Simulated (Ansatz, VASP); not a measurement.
Ge: VASP beside Ansatz

POSCAR

```
Ge
1.0
    0.0000000000      2.6426089806      2.6426089806
    2.6426089806      0.0000000000      2.6426089806
    2.6426089806      2.6426089806      0.0000000000
Ge
2
Direct
    0.5000000000      0.5000000000      0.5000000000
    0.7500000000      0.7500000000      0.7500000000
```

Contents of INCAR.step1:

```
SYSTEM = Ge
PREC     = Accurate       ! precision mode
ENCUT    = 550            ! plane-wave cutoff, eV
ISMEAR   = 0              ! smearing method
SIGMA    = 0.02           ! smearing width, eV
LREAL    = .FALSE.        ! projectors in reciprocal space
LASPH    = .TRUE.         ! aspherical terms in the spheres
NELM     = 120            ! most SCF steps
NBANDS   = 21             ! bands
GGA      = PE             ! functional
ALGO     = Normal         ! electronic algorithm
EDIFF    = 1E-5           ! SCF threshold, eV
LWAVE    = .TRUE.         ! write WAVECAR
LCHARG   = .FALSE.        ! write CHGCAR
GGA_COMPAT= .FALSE.
```

INCAR.step2

```
SYSTEM = Ge
PREC     = Accurate       ! precision mode
ENCUT    = 550            ! plane-wave cutoff, eV
EDIFF    = 1E-6           ! SCF threshold, eV
ISMEAR   = 0              ! smearing method
SIGMA    = 0.02           ! smearing width, eV
LREAL    = .FALSE.        ! projectors in reciprocal space
LASPH    = .TRUE.         ! aspherical terms in the spheres
NELM     = 120            ! most SCF steps
ALGO     = Normal         ! electronic algorithm
ISIF     = 2              ! what is computed and relaxed
LWAVE    = .FALSE.        ! write WAVECAR
LCHARG   = .FALSE.        ! write CHGCAR
METAGGA  = R2SCAN         ! meta-GGA
LMIXTAU  = .TRUE.       
NBANDS   = 21             ! bands
ISTART   = 1            
GGA_COMPAT= .FALSE.
```

The input KPOINTS:

```
Automatic mesh
0
G
  12 12 12
  0 0 0
```

Input for Ansatz:

```yaml
crystal:
  lattice:
    - [0.0, 2.6426089806, 2.6426089806]
    - [2.6426089806, 0.0, 2.6426089806]
    - [2.6426089806, 2.6426089806, 0.0]
  atoms:
    - { symbol: Ge, position: [0.5, 0.5, 0.5] }
    - { symbol: Ge, position: [0.75, 0.75, 0.75] }
basis:
  ecutwfc: 500
kpoints:
  mp_grid: { grid: [12, 12, 12] }
  band_path: { path: [VBM, CBM], npoints: 2 }
hamiltonian:
  xc: r2scan
scf:
  occupations: { method: gaussian, width: 0.02 }
output:
  forces: true
  stress: true
  eigenvalues: true
checkpoint:
  read: start.run
  write: ck
  compress: false
  write_wavefunctions: false
  write_every: 100000
```

Alike in both runs: task single point; functional r2SCAN; k mesh 12 × 12 × 12; occupations gaussian, width 0.02 eV; no spin polarisation.

|  | VASP | Ansatz |
| --- | --- | --- |
| version | VASP 6.6.1 | Ansatz 0.2.0 |
| potentials or method | VASP PAW PBE potentials, release 64 (Ge_d), cutoff 550 eV | scalar-relativistic, plane waves, PAW |
| valence electrons in the cell | 28 | 28 |

|  | VASP | Ansatz | Ansatz less VASP |
| --- | --- | --- | --- |
| gap on the k mesh at the Fermi level (eV) | 0.43 | 0.44 | +0.013 |
| least direct gap on the mesh (eV) | 2.50 | 2.57 | +0.067 |
| pressure (GPa) | 25.3 | 25.0 | -0.27 |

VASP's potentials were made for PBE, not for r2SCAN.
